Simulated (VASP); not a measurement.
## LiF: single point with HSE06

Crystal: LiF.

```xyz
2
Lattice="2.5163 0.0000 0.0000 0.0000 2.5163 0.0000 0.0000 0.0000 2.5163" Properties=species:S:1:pos:R:3 pbc="T T T"
Li    0.0000    0.0000    0.0000
F     1.2581    1.2581    1.2581
```

```yaml
Program: VASP 6.6.1
Task: single point
Functional: HSE06
Potentials_or_basis: VASP PAW PBE potentials, release 64 (Li_sv, F)
Cutoff: 520 eV
k_mesh: 6 × 6 × 6
Occupations: gaussian, width 0.01 eV
Spin: no spin polarisation
Dipole_correction: no
Grid_for_exact_exchange_PRECFOCK: Normal
Further_INCAR_settings: ALGO = Normal; EDIFF = 1e-06; NBANDS = 12
Screening_parameter: 0.2079 1/Å
```

```
Band gap on the k mesh : 10.17 eV, indirect (least direct gap 10.93 eV)
```

Levels at points of the mesh, in eV from the valence-band top:
```csv
k point,band 3,band 4,band 5,band 6,band 7,band 8
"(0.00, 0.00, 0.00)",-0.76,-0.76,-0.76,10.17,21.47,21.47
"(0.50, 0.00, 0.00)",-4.12,-0.32,-0.32,11.66,17.15,23.23
"(0.50, 0.50, 0.00)",-3.65,-3.65,0.00,15.97,16.55,16.55
"(0.50, 0.50, 0.50)",-2.57,-2.57,-2.57,13.49,13.49,13.49
```

Wall time 6.3 min on 1 thread of AMD EPYC 7R43 64-Core Processor (Zen 3), with other jobs on the host, peak memory 0.19 GiB.

 A k mesh can miss the band edges.
